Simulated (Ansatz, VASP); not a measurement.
**BeTe in VASP and in Ansatz**

```
CELL_PARAMETERS angstrom
3.94857 0.00000 0.00000
-1.97428 3.41956 0.00000
0.00000 0.00000 7.97779
ATOMIC_POSITIONS crystal
Be 0.33333 0.66667 0.25000
Be 0.66667 0.33333 0.75000
Te 0.66667 0.33333 0.25000
Te 0.33333 0.66667 0.75000
```

Alike in both runs: task single point; functional r2SCAN; k mesh 6 × 6 × 4; no spin polarisation.

|  | VASP | Ansatz |
| --- | --- | --- |
| version | VASP 6.6.1 | Ansatz 0.2.0 |
| potentials or method | VASP PAW PBE potentials, release 64 (Be, Te) | plane waves, PAW |
| plane-wave cutoff (eV) | 520 | 500 |
| occupations | gaussian, width 0.01 eV | fixed |
| valence electrons in the cell | 16 | 36 |

|  | VASP | Ansatz | Ansatz less VASP |
| --- | --- | --- | --- |
| gap on the k mesh at the Fermi level (eV) | 3.00 | 3.02 | +0.012 |
| pressure (GPa) | 3.1 | 3.1 | -0.07 |
| traceless stress, the component that is largest in VASP (GPa) | -2.76 | -2.69 | +0.070 |

VASP's potentials were made for PBE, not for r2SCAN. VASP's potentials hold 16 valence electrons a cell and Ansatz's 36, so a difference there can come from the potentials and not from the codes.

Spin-orbit coupling is off throughout.
